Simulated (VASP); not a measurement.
Set up this calculation in VASP 6.6.1, as the native input.

```
Task                   : relaxation of cell and atoms
Functional             : PBE
Dispersion             : D3(BJ)
Potentials or basis    : VASP PAW PBE potentials, release 64 (Zr_sv, O)
Cutoff                 : 600 eV
k mesh                 : 8 × 8 × 8
Occupations            : gaussian, width 0.01 eV
Spin                   : no spin polarisation
Dipole correction      : no
Further INCAR settings : ALGO = Normal; EDIFF = 1e-07; IBRION = 2; EDIFFG = -0.001; NSW = 80; ISIF = 3
```

The structure of ZrO2 lies in POSCAR:

```
ZrO2
1.0
    0.0000000000      2.5438747277      2.5438747277
    2.5438747277      0.0000000000      2.5438747277
    2.5438747277      2.5438747277      0.0000000000
Zr O
1 2
Direct
    0.5000000000      0.5000000000      0.5000000000
    0.7500000000      0.7500000000      0.7500000000
    0.2500000000      0.2500000000      0.2500000000
```

One way to write it, as run:

INCAR

```
SYSTEM = ZrO2
ALGO = Normal ; EDIFF = 1E-7
EDIFFG = -0.001 ; ENCUT = 600
GGA = PE ; GGA_COMPAT = .FALSE.
IBRION = 2 ; ISIF = 3
ISMEAR = 0 ; IVDW = 12
LASPH = .TRUE. ; LCHARG = .FALSE.
LREAL = .FALSE. ; LWAVE = .FALSE.
NELM = 120 ; NELMIN = 4
NSW = 80 ; PREC = Accurate
SIGMA = 0.01
```

KPOINTS

```
k-points
0
G
  8 8 8
  0 0 0
```

Potentials or basis: VASP PAW PBE potentials, release 64 (Zr_sv, O).

The run is started by

```sh
$ cat potpaw_PBE.64/Zr_sv/POTCAR potpaw_PBE.64/O/POTCAR > POTCAR
$ mpirun -np 1 vasp_std > vasp.out
```

Results of the run:

The relaxed volume is 10.98 Å³/atom, the relaxed cell is a = 3.598 Å, b = 3.598 Å, c = 3.598 Å, α = 60.00°, β = 60.00°, γ = 60.00° and the space group after relaxing (to 0.1 Å) is Fm-3m (No. 225). The energy gained by relaxing is 0.0 meV/atom, the ionic steps are 3 and the pressure after relaxing is 0.0 GPa. The band gap on the k mesh is 3.36 eV (least direct gap 3.80 eV). The dispersion energy per atom is -0.267 eV.

It took 100 s on 1 thread of Intel Xeon 8259CL, with other jobs on the host, peak memory 0.19 GiB.
